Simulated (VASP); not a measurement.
Set up this calculation in VASP 6.6.1, as the native input.

```yaml
Task: single point
Functional: PBE-based screened hybrid with 30 % exact exchange
Potentials_or_basis: VASP PAW PBE potentials, release 64 (Sn_d, S)
Cutoff: 400 eV
k_mesh: 6 × 6 × 2
Occupations: gaussian, width 0.01 eV
Spin: no spin polarisation
Dipole_correction: no
Grid_for_exact_exchange_PRECFOCK: Normal
Share_of_exact_exchange: 0.3
Further_INCAR_settings: ALGO = Normal; EDIFF = 1e-06; NBANDS = 20
Screening_parameter: 0.3 1/Å
```

The system is SnS2.

```
Sn S
1.0
     3.66075    0.00000    0.00000
    -1.83038    3.17031    0.00000
     0.00000    0.00000    5.96178
Sn S
1 2
Direct
  0.00000 0.00000 0.00000
  0.33333 0.66667 0.24559
  0.66667 0.33333 0.75441
```

The input as run:

POSCAR

```
SnS2
1.0
    3.6607548100      0.0000000000      0.0000000000
   -1.8303774050      3.1703066624      0.0000000000
    0.0000000000      0.0000000000      5.9617808746
Sn S
1 2
Direct
    0.0000000000      0.0000000000      0.0000000000
    0.3333333333      0.6666666667      0.2455905346
    0.6666666667      0.3333333333      0.7544094654
```

INCAR.step1

```
PREC = Accurate
ENCUT = 400
EDIFF = 1E-5
ISMEAR = 0
SIGMA = 0.01
LREAL = False
LASPH = True
NELM = 120
ALGO = Normal
ISIF = 2
LWAVE = True
LCHARG = False
GGA = PE
NBANDS = 20
GGA_COMPAT = False
```

INCAR.step2

```
PREC = Accurate
ENCUT = 400
EDIFF = 1E-6
ISMEAR = 0
SIGMA = 0.01
LREAL = False
LASPH = True
NELM = 120
ALGO = Normal
ISIF = 2
LWAVE = False
LCHARG = False
GGA = PE
LHFCALC = True
AEXX = 0.3
HFSCREEN = 0.3
PRECFOCK = Normal
ISTART = 1
NBANDS = 20
GGA_COMPAT = False
```

KPOINTS

```
regular mesh
0
Gamma
  6 6 2
```

Potentials or basis: VASP PAW PBE potentials, release 64 (Sn_d, S).

Command:

```sh
$ cat potpaw_PBE.64/Sn_d/POTCAR potpaw_PBE.64/S/POTCAR > POTCAR
$ cp INCAR.step1 INCAR
$ mpirun -np 1 vasp_std > vasp.out
$ cp INCAR.step2 INCAR
$ mpirun -np 1 vasp_std > vasp.out
```

It gave:

```
Pressure               : -0.6 GPa
Largest force          : 0.307 eV/Å
Band gap on the k mesh : 2.37 eV (least direct gap 2.74 eV)
```

Caveat: the k points lie up to 0.53 Å⁻¹ apart; the PAW data sets were made with another functional, which shifts forces and pressure a little; spin-orbit coupling is left out, which moves the levels of the heavy elements.

Run time: 14 min on 1 thread of Intel(R) Xeon(R) Platinum 8488C (Sapphire Rapids), on a shared host, peak memory 0.27 GiB.
